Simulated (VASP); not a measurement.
Wanted: the native input for a VASP 6.6.1 run.

| Quantity | Value |
| --- | --- |
| Task | single point |
| Functional | PBE |
| Potentials or basis | VASP PAW PBE potentials, release 64 (Pb_d, Se) |
| Cutoff | 520 eV |
| k mesh | 6 × 6 × 4 |
| Occupations | fermi-dirac, width 0.02 eV |
| Spin | no spin polarisation |
| Dipole correction | no |
| Further INCAR settings | ALGO = Normal; EDIFF = 1e-07; NBANDS = 28 |

The structure of PbSe lies in POSCAR:

```
PbSe
1.0
    4.2649097989      0.0000000000      0.0000000000
   -2.1324548994      3.6935202307      0.0000000000
    0.0000000000      0.0000000000      7.4999084324
Pb Se
2 2
Direct
    0.0000000000      0.0000000000      0.0000000000
    0.0000000000      0.0000000000      0.5000000000
    0.3333333333      0.6666666667      0.2500000000
    0.6666666667      0.3333333333      0.7500000000
```

This cell differs from its parent crystal: volume changed by -3%.

The input as run:

INCAR

```
SYSTEM = PbSe
ALGO = Normal ; EDIFF = 1E-7
ENCUT = 520 ; GGA = PE
ISIF = 2 ; ISMEAR = -1
LASPH = .True. ; LCHARG = .False.
LREAL = .False. ; LWAVE = .False.
NBANDS = 28 ; NELM = 80
PREC = Accurate ; SIGMA = 0.02
```

KPOINTS

```
k-points
0
Gamma
  6 6 4
  0 0 0
```

Potentials or basis: VASP PAW PBE potentials, release 64 (Pb_d, Se).

The run is started by

```sh
$ cat potpaw_PBE.64/Pb_d/POTCAR potpaw_PBE.64/Se/POTCAR > POTCAR
$ mpirun -np 1 vasp_std > vasp.out
```

Results of the run:

```yaml
Pressure: 1.4 GPa
Band_gap_on_the_k_mesh: zero (filled and empty bands touch)
```

Caveat: spin-orbit coupling is left out, which moves the levels of the heavy elements.

Run time: 27 s on 1 thread of Intel(R) Xeon(R) 6975P-C (Granite Rapids), with other jobs on the host, peak memory 0.25 GiB.
